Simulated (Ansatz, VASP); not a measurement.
## One calculation of HfN, two programs

```
Hf N
1.0
     0.00000    2.23315    2.23315
     2.23315    0.00000    2.23315
     2.23315    2.23315    0.00000
Hf N
1 1
Direct
  0.00000 0.00000 0.00000
  0.25000 0.25000 0.25000
```

Change from the starting cell: volume scaled by 0.75, norm-conserving files.

Alike in both runs: task single point; functional PBE; k mesh 14 × 14 × 14; occupations fermi-dirac, width 0.08 eV; no spin polarisation.

|  | VASP | Ansatz |
| --- | --- | --- |
| version | VASP 6.6.1 | Ansatz 0.2.0 |
| potentials or method | VASP PAW PBE potentials, release 64 (Hf_pv, N) | norm-conserving pseudopotentials, scalar-relativistic |
| plane-wave cutoff (eV) | 520 | 1240 |
| valence electrons in the cell | 15 | 31 |

Ansatz gave:

| Quantity | Value |
| --- | --- |
| pressure (GPa) | 97.4 |

**Question.** Estimate VASP's values.

**Answer.** Pressure (GPa): 97.8.

Both programs put the cell under a high pressure, so it lies far from rest at this level. VASP's potentials hold 15 valence electrons a cell and Ansatz's 31, so a difference there can come from the potentials and not from the codes.

Spin-orbit coupling is off throughout. Noted on VASP's run: the cell as given lies far from equilibrium.
